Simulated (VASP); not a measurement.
Runs of VASP 6.6.1 on HgTe. The structure is that of space group F-43m (No. 216), or close to it. The cells are those of the table. 

| level | cell | cutoff (eV) | gap on the mesh (eV) | pressure (GPa) |
| --- | --- | --- | --- | --- |
| PBE+D3(BJ) | a = 4.559 Å, angles 60.0°, 2 atoms | 520 | none | (c) |
| BLYP | a = 4.769 Å, angles 60.0°, 2 atoms | 520 | none | (a) |
| PBEsol | a = 4.573 Å, angles 60.0°, 2 atoms | 500 | none | 1.1 |
| r2SCAN+rVV10 | a = 4.585 Å, angles 60.0°, 2 atoms | 520 | none | 1.2 |
| PBE+D3(BJ) | a = 4.668 Å, angles 60.0°, 2 atoms | 520 | none | (b) |
| PBEsol | a = 4.666 Å, angles 60.0°, 2 atoms | 520 | none | -1.4 |
| BLYP | a = 4.802 Å, angles 60.0°, 2 atoms | 520 | none | 0.7 |
| BLYP | a = 4.866 Å, angles 60.0°, 2 atoms | 520 | none | -0.4 |

Alike in all rows: task single point; potentials or basis VASP PAW PBE potentials, release 64 (Hg, Te); no spin polarisation; k mesh 6 × 6 × 6; smearing gaussian 0.05 eV.

Estimate the missing entries.

(a) 1.4; (b) -0.8; (c) 2.2.

Caveats: spin-orbit coupling is left out, which moves the levels of the heavy elements; the PAW data sets were made with another functional, which shifts forces and pressure a little (some runs); three body term missing (some runs); pairwise dispersion overbinds metals, which lowers pressure and volume (some runs).

A k mesh can miss the band edges, and the runs leave out spin-orbit coupling on Hg, Te.

A gap of «none» marks levels without a gap at the run's occupations.
